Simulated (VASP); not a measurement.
Set up this calculation in VASP 6.6.1, as the native input.

| Item | Value |
| --- | --- |
| Task | single point |
| Functional | PBEsol |
| Potentials or basis | VASP PAW PBE potentials, release 64 (H) |
| Cutoff | 520 eV |
| k mesh | 9 × 9 × 6 |
| Occupations | gaussian, width 0.05 eV |
| Spin | no spin polarisation |
| Dipole correction | no |
| Further INCAR settings | ALGO = Normal; EDIFF = 1e-06; NBANDS = 10 |

The structure of H lies in POSCAR:

```
H
1.0
    3.7781820024      0.0000000000      0.0000000000
   -1.8890910012      3.2720015942      0.0000000000
    0.0000000000      0.0000000000      5.2135120241
H
4
Direct
    0.3333333333      0.6666666667      0.1764958800
    0.6666666667      0.3333333333      0.6764958800
    0.6666666667      0.3333333333      0.8235041200
    0.3333333333      0.6666666667      0.3235041200
```

This cell differs from its parent crystal: ratio of the length along z to the lengths across it x 1.05, volume and fractional coordinates fixed.

The input as run:

INCAR

```
  ALGO = Normal
  EDIFF = 1E-6
  ENCUT = 520
  GGA = PS
  ISIF = 2
  ISMEAR = 0
  LASPH = T
  LCHARG = T
  LELF = T
  LREAL = F
  LVHAR = T
  LWAVE = F
  NBANDS = 10
  NELM = 80
  PREC = Accurate
  SIGMA = 0.05
```

KPOINTS

```
k-points
0
Gamma
  9 9 6
```

Potentials or basis: VASP PAW PBE potentials, release 64 (H).

Launch:

```bash
$ cat potpaw_PBE.64/H/POTCAR > POTCAR
$ mpirun -np 1 vasp_std > vasp.out
```

Results of the run:

The pressure is -0.4 GPa. The largest force is 0.233 eV/Å and the band gap on the k mesh is 8.88 eV, indirect (the least direct gap lies 2.3 meV higher).

Caveat: the PAW data sets were made with another functional, which shifts forces and pressure a little.

It took 36 s on 1 thread of AMD EPYC 7R43 64-Core Processor (Zen 3), on a shared host, peak memory 0.13 GiB.
